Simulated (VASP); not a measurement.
# HfO2 (Fm-3m) in VASP: notebook

The runs below take HfO2 through single point, with PBEsol.

Everything below comes from runs of VASP 6.6.1. Logs are shortened: lines on timing, memory, paths and dates and some standing lists are left out, and cuts for length are marked.

### 1 The cell of the first run

The structure is cubic, space group Fm-3m (No. 225). Conventional cell: a = 5.031 Å, b = 5.031 Å, c = 5.031 Å, α = 90.00°, β = 90.00°, γ = 90.00°. Within 2.9 Å of Hf (site symmetry m-3m) lie 8 O at 2.18 Å. Within 2.9 Å of O (site symmetry -43m) lie 4 Hf at 2.18 Å and 6 O at 2.52 Å.

### 2 Single point, PBEsol

INCAR reads:

```
SYSTEM = HfO2
PREC = Accurate ; ENCUT = 520
EDIFF = 1E-6 ; ISMEAR = 0
SIGMA = 0.01 ; LREAL = .FALSE.
LASPH = .TRUE. ; NELM = 100
ALGO = Normal ; ISIF = 2
LWAVE = .FALSE. ; LCHARG = .TRUE.
GGA = PS ; LELF = .TRUE.
LVHAR = .TRUE. ; NBANDS = 18
```

KPOINTS reads:

```
Automatic mesh
0
G
  4 4 4
  0 0 0
```

POSCAR reads:

```
HfO2
1.0
    3.5577309498      0.0000000000      0.0000000000
    1.7788654749      3.0810853823      0.0000000000
    1.7788654749      1.0270284608      2.9048751563
Hf O
1 2
Direct
    0.0000000000      0.0000000000      0.0000000000
    0.2500000000      0.2500000000      0.2500000000
    0.7500000000      0.7500000000      0.7500000000
```

Potentials or basis: VASP PAW PBE potentials, release 64 (Hf_pv, O).

Started as:

```
> cat potpaw_PBE.64/Hf_pv/POTCAR potpaw_PBE.64/O/POTCAR > POTCAR
> mpirun -np 1 vasp_std > vasp.out
```

OUTCAR:

```text
SYSTEM = HfO2
   PREC = Accurate
   ENCUT = 520
   EDIFF = 1E-6
   ISMEAR = 0
   LREAL = .FALSE.
   LASPH = .TRUE.
   NELM = 100
   ISIF = 2
   GGA = PS

 ion  position               nearest neighbor table
   1  0.000  0.000  0.000-   3 2.18   2 2.18   3 2.18   2 2.18   3 2.18   3 2.18   2 2.18   2 2.18

   2  0.250  0.250  0.250-   1 2.18   1 2.18   1 2.18   1 2.18
   3  0.750  0.750  0.750-   1 2.18   1 2.18   1 2.18   1 2.18

  LATTYP: Found a face centered cubic cell.
 ALAT       =     5.0313913604

  Lattice vectors:

 A1 = (   3.5577309498,   0.0000000000,   0.0000000000)
 A2 = (   1.7788654749,   3.0810853823,   0.0000000000)
 A3 = (   1.7788654749,   1.0270284608,   2.9048751563)

Analysis of symmetry for initial positions (statically):
=====================================================================
 Subroutine PRICEL returns:
 Original cell was already a primitive cell.

 Routine SETGRP: Setting up the symmetry group for a
 face centered cubic supercell.

 Subroutine GETGRP returns: Found 48 space group operations
 (whereof 48 operations were pure point group operations)
 out of a pool of 48 trial point group operations.

The static configuration has the point symmetry O_h .

Analysis of symmetry for dynamics (positions and initial velocities):
=====================================================================
 Subroutine PRICEL returns:
 Original cell was already a primitive cell.

 Routine SETGRP: Setting up the symmetry group for a
 face centered cubic supercell.

 Subroutine GETGRP returns: Found 48 space group operations
 (whereof 48 operations were pure point group operations)
 out of a pool of 48 trial point group operations.

The dynamic configuration has the point symmetry O_h .

 Subroutine INISYM returns: Found 48 space group operations
 (whereof 48 operations are pure point group operations),
 and found     1 'primitive' translations

----------------------------------------------------------------------------------------

                                     Primitive cell

  volume of cell :      31.8423

  direct lattice vectors                    reciprocal lattice vectors
     3.557730950  0.000000000  0.000000000     0.281078028 -0.162280475 -0.114749624
     1.778865475  3.081085382  0.000000000     0.000000000  0.324560950 -0.114749624
     1.778865475  1.027028461  2.904875156     0.000000000  0.000000000  0.344248873

  length of vectors
     3.557730950  3.557730950  3.557730950     0.344248873  0.344248873  0.344248873

  position of ions in fractional coordinates (direct lattice)
     0.000000000  0.000000000  0.000000000
     0.250000000  0.250000000  0.250000000
     0.750000000  0.750000000  0.750000000

  ion indices of the primitive-cell ions
   primitive index   ion index
                 1           1
                 2           2
                 3           3

----------------------------------------------------------------------------------------

 KPOINTS: Automatic mesh

Automatic generation of k-mesh.
 Grid dimensions read from file:
 generate k-points for:    4    4    4

 Generating k-lattice:

  Cartesian coordinates                     Fractional coordinates (reciprocal lattice)
     0.070269507 -0.040570119 -0.028687406     0.250000000  0.000000000 -0.000000000
     0.000000000  0.081140238 -0.028687406     0.000000000  0.250000000 -0.000000000
     0.000000000  0.000000000  0.086062218     0.000000000  0.000000000  0.250000000

  Length of vectors
     0.086062218  0.086062218  0.086062218

  Shift w.r.t. Gamma in fractional coordinates (k-lattice)
     0.000000000  0.000000000  0.000000000

 Subroutine IBZKPT returns following result:
 ===========================================

 Found      8 irreducible k-points:

 Following reciprocal coordinates:
            Coordinates               Weight
  0.000000  0.000000  0.000000      1.000000
  0.250000  0.000000  0.000000      8.000000
  0.500000  0.000000  0.000000      4.000000
  0.250000  0.250000  0.000000      6.000000
  0.500000  0.250000  0.000000     24.000000
 -0.250000  0.250000  0.000000     12.000000
  0.500000  0.500000  0.000000      3.000000
 -0.250000  0.500000  0.250000      6.000000
   k-points           NKPTS =      8   k-points in BZ     NKDIM =      8   number of bands    NBANDS=     18
   number of dos      NEDOS =    301   number of ions     NIONS =      3
   total plane-waves  NPLWV =  21952
   dimension x,y,z NGX =    28 NGY =   28 NGZ =   28
   dimension x,y,z NGXF=    56 NGYF=   56 NGZF=   56
   ions per type =               1   2
   NGX,Y,Z   is equivalent  to a cutoff of  13.08, 13.08, 13.08 a.u.
   NGXF,Y,Z  is equivalent  to a cutoff of  26.17, 26.17, 26.17 a.u.
 SYSTEM =  HfO2
   PREC   = accura    normal or accurate (medium, high low for compatibility)
   ISTART =      0    job   : 0-new  1-cont  2-samecut
   ICHARG =      2    charge: 1-file 2-atom 10-const
   ISPIN  =      1    spin polarized calculation?
   LNONCOLLINEAR =      F non collinear calculations
   LSORBIT =      F    spin-orbit coupling
   LASPH  =      T    aspherical Exc in radial PAW
   ENCUT  =  520.0 eV  38.22 Ry    6.18 a.u.   6.62  6.62  6.62*2*pi/ulx,y,z
   NELM   =    100;   NELMIN=  2; NELMDL= -5     # of ELM steps
   EDIFF  = 0.1E-05   stopping-criterion for ELM
   LREAL  =      F    real-space projection
   EDIFFG = 0.1E-04   stopping-criterion for IOM
   NSW    =      0    number of steps for IOM
   IBRION =     -1    ionic relax: 0-MD 1-quasi-New 2-CG
   NFREE  =      0    steps in history (QN), initial steepest desc. (CG)
   ISIF   =      2    stress and relaxation
   ISYM   =      2    0-nonsym 1-usesym 2-fastsym
   POTIM  = 0.5000    time-step for ionic-motion
   TEBEG  =    0.0;   TEEND  =   0.0 temperature during run
   PSTRESS=    0.0 pullay stress
   NELECT =      22.0000    total number of electrons
   NUPDOWN=      -1.0000    fix difference up-down
   EMIN   =  10.00;   EMAX   =-10.00  energy-range for DOS
   EFERMI =   0.00;   METHOD = LEGACY
   ISMEAR =     0;   SIGMA  =   0.01  broadening in eV -4-tet -1-fermi 0-gaus
   EFERMI_NEDOS =   21; number of points for ismear=-14 and -15
   IALGO  =     38    algorithm
   IMIX   =      4    mixing-type and parameters
     AMIX     =   0.40;   BMIX     =  1.00
     AMIX_MAG =   1.60;   BMIX_MAG =  1.00
  volume/ion in A,a.u.               =      10.61        71.63
  Fermi-wavevector in a.u.,A,eV,Ry     =   1.447264  2.734932 28.498379  2.094572
  Thomas-Fermi vector in A             =   2.565238
   LORBIT       =      0    0 simple, 1 ext, 2 COOP (PROOUT), +10 PAW based schemes
   GGA     = PS    functional components
   LHFCALC =     F    Hartree Fock is set to
   AEXX    =    0.0000 exact exchange contribution
   IVDW    =     0    specifies the selected vdW correction
   LEPSILON=     F    determine dielectric tensor
   LRPA    =     F    only Hartree local field effects (RPA)
 non-spin polarized calculation
 Gauss-broadening in eV      SIGMA  =   0.01
  energy-cutoff  :      520.00
  volume of cell :       31.84
 maximum number of plane-waves:       876
 NGX is ok and might be reduce to    28
   NGX = 13   NGY = 13   NGZ = 13

 number of electron      21.9999995 magnetization

 Free energy of the ion-electron system (eV)
  ---------------------------------------------------
  ext. energy  EPLUGINS =         0.00000000
  ---------------------------------------------------
  free energy    TOTEN  =       -31.63533240 eV

  energy without entropy =      -31.63533240  energy(sigma->0) =      -31.63533240

 E-fermi :   4.4277     XC(G=0): -12.2276

 val. band max:        4.3300733645   @ k =   0.5000   0.5000   0.0000
 cond. band min:       8.0597566590   @ k =   0.5000   0.5000   0.0000
 fundamental gap:      3.7296832945
 Fermi energy:         4.4276730053

 k-point     1 :       0.0000    0.0000    0.0000
  band No.  band energies     occupation
      1     -25.1929      2.00000
      2     -25.1929      2.00000
      3     -25.1929      2.00000
      4     -14.5036      2.00000
      5     -11.2864      2.00000
      6      -1.2147      2.00000
[... 10 lines left out ...]
     17      15.0399      0.00000
     18      18.1004      0.00000

 k-point     2 :       0.2500    0.0000    0.0000
  band No.  band energies     occupation
      1     -25.4483      2.00000
      2     -25.2211      2.00000
      3     -25.2211      2.00000
      4     -13.7514      2.00000
      5     -11.8335      2.00000
      6      -0.6747      2.00000
[... 10 lines left out ...]
     17      14.2483      0.00000
     18      17.0539      0.00000

 k-point     3 :       0.5000    0.0000    0.0000
  band No.  band energies     occupation
      1     -25.6832      2.00000
      2     -25.2491      2.00000
      3     -25.2491      2.00000
      4     -13.2108      2.00000
      5     -11.9933      2.00000
      6      -0.1545      2.00000
[... 10 lines left out ...]
     17      13.9428      0.00000
     18      17.0608      0.00000

 k-point     4 :       0.2500    0.2500    0.0000
  band No.  band energies     occupation
      1     -25.4667      2.00000
      2     -25.2630      2.00000
      3     -25.2630      2.00000
      4     -13.4244      2.00000
      5     -12.0538      2.00000
      6      -0.5088      2.00000
[... 10 lines left out ...]
     17      13.6446      0.00000
     18      17.7849      0.00000

 k-point     5 :       0.5000    0.2500    0.0000
  band No.  band energies     occupation
      1     -25.6158      2.00000
      2     -25.3800      2.00000
      3     -25.2909      2.00000
      4     -12.7298      2.00000
      5     -12.2900      2.00000
      6      -1.1443      2.00000
[... 10 lines left out ...]
     17      15.4787      0.00000
     18      17.7394      0.00000

 k-point     6 :      -0.2500    0.2500    0.0000
  band No.  band energies     occupation
      1     -25.5458      2.00000
      2     -25.3963      2.00000
      3     -25.2494      2.00000
      4     -12.9536      2.00000
      5     -12.2376      2.00000
      6      -0.8115      2.00000
[... 10 lines left out ...]
     17      15.2530      0.00000
     18      17.5209      0.00000

 k-point     7 :       0.5000    0.5000    0.0000
  band No.  band energies     occupation
      1     -25.7108      2.00000
      2     -25.3323      2.00000
      3     -25.3323      2.00000
      4     -12.6666      2.00000
      5     -12.1600      2.00000
      6      -2.3884      2.00000
[... 10 lines left out ...]
     17      17.6681      0.00000
     18      17.8887      0.00000

 k-point     8 :      -0.2500    0.5000    0.2500
  band No.  band energies     occupation
      1     -25.5260      2.00000
      2     -25.5260      2.00000
      3     -25.3349      2.00000
      4     -12.4064      2.00000
      5     -12.4064      2.00000
      6      -1.1477      2.00000
[... 10 lines left out ...]
     17      17.2114      0.00000
     18      17.9038      0.00000

------------------------ aborting loop because EDIFF is reached ----------------------------------------

  FORCE on cell =-STRESS in cart. coord.  units (eV):
  Direction    XX          YY          ZZ          XY          YZ          ZX
  --------------------------------------------------------------------------------------
  -------------------------------------------------------------------------------------
  Total       -0.3589605     -0.3589605     -0.3589605      0.0000000     -0.0000000      0.0000000
  in kB      -18.0614616    -18.0614616    -18.0614616      0.0000000     -0.0000000      0.0000000
  external PRESSURE =     -18.0614616 kB  Pullay stress =       0.0000000 kB

 VOLUME and BASIS-vectors are now :
 -----------------------------------------------------------------------------
  energy-cutoff  :      520.00
  volume of cell :       31.84
      direct lattice vectors                 reciprocal lattice vectors
     3.557730950  0.000000000  0.000000000     0.281078028 -0.162280475 -0.114749624
     1.778865475  3.081085382  0.000000000     0.000000000  0.324560950 -0.114749624
     1.778865475  1.027028461  2.904875156     0.000000000  0.000000000  0.344248873

 POSITION                                       TOTAL-FORCE (eV/Angst)
 -----------------------------------------------------------------------------------
      0.00000      0.00000      0.00000        -0.000000      0.000000     -0.000000
      1.77887      1.02703      0.72622        -0.000000     -0.000000     -0.000000
      5.33660      3.08109      2.17866         0.000000      0.000000      0.000000
 -----------------------------------------------------------------------------------
    total drift:                                0.000000      0.000000     -0.000000

  FREE ENERGIE OF THE ION-ELECTRON SYSTEM (eV)
  ---------------------------------------------------
  free  energy   TOTEN  =       -31.6353324007 eV

  energy  without entropy=      -31.6353324007  energy(sigma->0) =      -31.63533240
```

Wall time 11 s (1 thread of Intel Xeon Platinum 8259CL at 2.50GHz (Skylake/Cascade Lake), shared host); peak memory 0.15 GiB.

Results:

| Item | Value |
| --- | --- |
| Free energy | -31.6353 eV |
| Pressure | -1.8 GPa |
| Band gap on the k mesh | 3.73 eV, direct |

Caveat: the k points lie up to 0.54 Å⁻¹ apart; the PAW data sets were made with another functional, which shifts forces and pressure a little; spin-orbit coupling is left out, which moves the levels of the heavy elements.

### 3 Single point, PBEsol

This run uses another cell than the first one, of 10.50 Å³/atom, 0.989 times its volume.

INCAR reads:

```
SYSTEM = HfO2
PREC = Accurate
ENCUT = 520
EDIFF = 1E-7
ISMEAR = 0
SIGMA = 0.01
LREAL = .False.
LASPH = .True.
NELM = 100
ALGO = Normal
ISIF = 2
LWAVE = .False.
LCHARG = .False.
GGA = PS
NBANDS = 18
```

KPOINTS reads:

```
regular mesh
0
Gamma
  4 4 4
  0 0 0
```

POSCAR reads:

```
HfO2
1.0
    3.5450060649      0.0000000000      0.0000000000
    1.7725030324      3.0700653087      0.0000000000
    1.7725030324      1.0233551029      2.8944853313
Hf O
1 2
Direct
    0.0000000000      0.0000000000      0.0000000000
    0.2500000000      0.2500000000      0.2500000000
    0.7500000000      0.7500000000      0.7500000000
```

Potentials or basis: VASP PAW PBE potentials, release 64 (Hf_pv, O).

Started as:

```
> cat potpaw_PBE.64/Hf_pv/POTCAR potpaw_PBE.64/O/POTCAR > POTCAR
> mpirun -np 1 vasp_std > vasp.out
```

Wall time 12 s (1 thread of Intel Xeon Platinum 8259CL at 2.50GHz (Skylake/Cascade Lake), shared host); peak memory 0.15 GiB.

The run converged. Its results:

```yaml
Free_energy: -31.6355 eV
Pressure: 1.1 GPa
Band_gap_on_the_k_mesh: 3.76 eV, direct
```

Levels at points of the mesh, in eV from the valence-band top:
| k point | band 8 | band 9 | band 10 | band 11 | band 12 | band 13 | band 14 | band 15 |
| --- | --- | --- | --- | --- | --- | --- | --- | --- |
| (0.00, 0.00, 0.00) | -5.61 | -0.63 | -0.63 | -0.63 | 3.85 | 3.85 | 5.91 | 10.85 |
| (0.50, 0.00, 0.00) | -3.14 | -2.85 | -1.89 | -1.89 | 4.64 | 4.64 | 7.27 | 8.95 |
| (0.50, 0.50, 0.00) | -3.58 | -1.60 | -1.60 | 0.00 | 3.76 | 5.61 | 6.91 | 8.43 |

Caveat: the k points lie up to 0.54 Å⁻¹ apart; the PAW data sets were made with another functional, which shifts forces and pressure a little; spin-orbit coupling is left out, which moves the levels of the heavy elements. A k mesh can miss the band edges.

### 4 Single point, PBEsol

This run uses another cell than the first one, of 10.32 Å³/atom, 0.973 times its volume.

INCAR reads:

```
SYSTEM = HfO2
PREC = Accurate
ENCUT = 520
EDIFF = 1E-6
ISMEAR = 0
SIGMA = 0.01
LREAL = .False.
LASPH = .True.
NELM = 100
ALGO = Normal
ISIF = 2
LWAVE = .False.
LCHARG = .True.
GGA = PS
LELF = .True.
LVHAR = .True.
NBANDS = 18
```

KPOINTS is that of step 3.

POSCAR reads:

```
HfO2
1.0
    3.5250603117      0.0000000000      0.0000000000
    1.7625301559      3.0527917798      0.0000000000
    1.7625301559      1.0175972599      2.8781996921
Hf O
1 2
Direct
    0.0000000000      0.0000000000      0.0000000000
    0.2500000000      0.2500000000      0.2500000000
    0.7500000000      0.7500000000      0.7500000000
```

Started as:

```
> cat potpaw_PBE.64/Hf_pv/POTCAR potpaw_PBE.64/O/POTCAR > POTCAR
> mpirun -np 1 vasp_std > vasp.out
```

Run time: 14 s. Hardware: 1 thread of Intel Xeon Platinum 8259CL at 2.50GHz (Skylake/Cascade Lake), shared host; peak memory 0.15 GiB.

The run converged. Its results:

| Property | Result |
| --- | --- |
| Free energy | -31.6231 eV |
| Pressure | 6.0 GPa |
| Band gap on the k mesh | 3.80 eV, direct |

Levels at points of the mesh, in eV from the valence-band top:
```
           k point  band 9  band 10  band 11  band 12  band 13  band 14
(0.00, 0.00, 0.00)   -0.64    -0.64    -0.64     3.89     3.89     6.05
(0.50, 0.00, 0.00)   -2.89    -1.91    -1.91     4.70     4.70     7.44
(0.50, 0.50, 0.00)   -1.63    -1.63     0.00     3.80     5.70     7.07
```

Caveat: the k points lie up to 0.55 Å⁻¹ apart; the PAW data sets were made with another functional, which shifts forces and pressure a little; spin-orbit coupling is left out, which moves the levels of the heavy elements. A k mesh can miss the band edges.

### 5 Summary

```csv
cell,gap on the mesh (eV),pressure (GPa)
"a = 3.558 Å, angles 60.0°, 3 atoms",3.73,-1.8
"a = 3.545 Å, angles 60.0°, 3 atoms",3.76,1.1
"a = 3.525 Å, angles 60.0°, 3 atoms",3.80,6.0
```

Alike in all rows: task single point; level PBEsol; potentials or basis VASP PAW PBE potentials, release 64 (Hf_pv, O); no spin polarisation; k mesh 4 × 4 × 4; cutoff (eV) 520; smearing gaussian 0.01 eV.

Caveats: all runs use coarse meshes; the PAW data sets were made with another functional, which shifts forces and pressure a little; spin-orbit coupling is left out, which moves the levels of the heavy elements.

Absolute energies hang on the potentials; compare differences alone.
